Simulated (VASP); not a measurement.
Runs of VASP 6.6.1 on Hg. The structure is that of space group Im-3m (No. 229), or close to it. The cells are those of the table. 

```tsv
task	cell	gap on the mesh (eV)	pressure (GPa)
relaxation of cell and atoms	relaxed to 60 GPa from a = 3.118 Å, angles 109.5°, 1 atom	none	60.1
relaxation of cell and atoms	relaxed to 20 GPa from a = 3.118 Å, angles 109.5°, 1 atom	none	20.1
single point	a = 2.744 Å, angles 109.5°, 1 atom	none	63.1
single point	a = 3.143 Å, angles 109.5°, 1 atom	none	(a)
relaxation of cell and atoms	relaxed to 40 GPa from a = 3.118 Å, angles 109.5°, 1 atom	none	39.8
```

Alike in all rows: level PBEsol; potentials or basis VASP PAW PBE potentials, release 64 (Hg); no spin polarisation; k mesh 10 × 10 × 10; cutoff (eV) 500; smearing fermi-dirac 0.1 eV.

**Question.** Estimate the missing entries.

**Answer.** (a) 0.4.

Caveats: the PAW data sets were made with another functional, which shifts forces and pressure a little; spin-orbit coupling is left out, which moves the levels of the heavy elements; the cell is relaxed towards a set pressure, so the run minimises the enthalpy, not the energy (at least some runs); the cell stands under pressure (at least some runs).

A k mesh can miss the band edges, and the runs leave out spin-orbit coupling on Hg.

A gap of «none» marks levels without a gap at the run's occupations.
